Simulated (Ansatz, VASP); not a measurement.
**Al9N: VASP beside Ansatz**

INCAR

```
SYSTEM = Al9N
PREC = Accurate
ENCUT = 520
EDIFF = 1E-7
ISMEAR = 0
SIGMA = 0.1
LREAL = Auto
LASPH = .TRUE.
NELM = 60
ALGO = Normal
ISIF = 2
LWAVE = .FALSE.
LCHARG = .FALSE.
LDIPOL = .TRUE.
IDIPOL = 3
DIPOL = 0.5 0.5 0.296
GGA = PE
NBANDS = 48
```

The input KPOINTS:

```
Automatic mesh
0
G
  5 3 1
  0 0 0
```

File POSCAR:

```
Al9N
1.0
    5.7070863110      0.0000000000      0.0000000000
   -1.4267715777      9.7014842372      0.0000000000
    0.0000000000      0.0000000000     22.7903703877
Al N
18 2
Direct
    0.2662216041      0.0648864163      0.1755127245
    0.7662216041      0.0648864163      0.1755127245
    0.3354806058      0.3419224231      0.2192029851
    0.8354806058      0.3419224231      0.2192029851
    0.1493324061      0.5973296244      0.2279410371
    0.6493324061      0.5973296244      0.2279410371
    0.4631842064      0.8527368258      0.2366790893
    0.9631842064      0.8527368258      0.2366790893
    0.0319772075      0.1277109158      0.2808262501
    0.5319772075      0.1277109158      0.2808262501
    0.0997917578      0.4042231245      0.3301071117
    0.5997917578      0.4042231245      0.3301071117
    0.4144000538      0.6596656467      0.3369822073
    0.9144000538      0.6596656467      0.3369822073
    0.2263076930      0.9110819227      0.3449259125
    0.7263076930      0.9110819227      0.3449259125
    0.2962427187      0.1814071959      0.3857054641
    0.7962427187      0.1814071959      0.3857054641
    0.3799362750      0.9110819227      0.4208080090
    0.5726791109      0.9110819227      0.4208080090
```

Input for Ansatz:

```yaml
crystal:
  lattice:
    - [5.707086311, 0.0, 0.0]
    - [-1.4267715777, 9.7014842372, 0.0]
    - [0.0, 0.0, 22.7903703877]
  atoms:
    - { symbol: Al, position: [0.2662216041, 0.0648864163, 0.1755127245] }
    - { symbol: Al, position: [0.7662216041, 0.0648864163, 0.1755127245] }
    - { symbol: Al, position: [0.3354806058, 0.3419224231, 0.2192029851] }
    - { symbol: Al, position: [0.8354806058, 0.3419224231, 0.2192029851] }
    - { symbol: Al, position: [0.1493324061, 0.5973296244, 0.2279410371] }
    - { symbol: Al, position: [0.6493324061, 0.5973296244, 0.2279410371] }
    - { symbol: Al, position: [0.4631842064, 0.8527368258, 0.2366790893] }
    - { symbol: Al, position: [0.9631842064, 0.8527368258, 0.2366790893] }
    - { symbol: Al, position: [0.0319772075, 0.1277109158, 0.2808262501] }
    - { symbol: Al, position: [0.5319772075, 0.1277109158, 0.2808262501] }
    - { symbol: Al, position: [0.0997917578, 0.4042231245, 0.3301071117] }
    - { symbol: Al, position: [0.5997917578, 0.4042231245, 0.3301071117] }
    - { symbol: Al, position: [0.4144000538, 0.6596656467, 0.3369822073] }
    - { symbol: Al, position: [0.9144000538, 0.6596656467, 0.3369822073] }
    - { symbol: Al, position: [0.226307693, 0.9110819227, 0.3449259125] }
    - { symbol: Al, position: [0.726307693, 0.9110819227, 0.3449259125] }
    - { symbol: Al, position: [0.2962427187, 0.1814071959, 0.3857054641] }
    - { symbol: Al, position: [0.7962427187, 0.1814071959, 0.3857054641] }
    - { symbol: "N", position: [0.379936275, 0.9110819227, 0.420808009] }
    - { symbol: "N", position: [0.5726791109, 0.9110819227, 0.420808009] }
basis:
  ecutwfc: 420
kpoints:
  mp_grid: { grid: [5, 3, 1] }
hamiltonian:
  xc: pbe
  pseudopotentials: { kind: paw, azcp: { folder: soft_1 } }
scf:
  occupations: { method: gaussian, width: 0.1 }
output:
  forces: true
  eigenvalues: true
efield:
  axis: 3
  dipole_correction: true
  ramp_width: 0.04
```

Alike in both runs: task single point; functional PBE; k mesh 5 × 3 × 1; occupations gaussian, width 0.1 eV; no spin polarisation.

```csv
,VASP,Ansatz
version,VASP 6.6.1,Ansatz 0.2.0
potentials or method,"VASP PAW PBE potentials, release 64 (Al, N), cutoff 520 eV","scalar-relativistic, plane waves, PAW"
valence electrons in the cell,64,64
```

|  | VASP | Ansatz | Ansatz less VASP |
| --- | --- | --- | --- |
| gap on the k mesh at the Fermi level (eV) | none | none | - |
| rms of the force components (eV/Å) | 2.053 | 1.723 | -0.3301 |

Atom by atom the forces differ by 0.340 eV/Å (rms over components). A gap of «none» marks a metal or a gap that the smearing closes. The functional is the same, so the differences come from potentials, cutoffs and numerics.

Noted on VASP's run: the standard files for N, O and F lose accuracy on very short bonds.
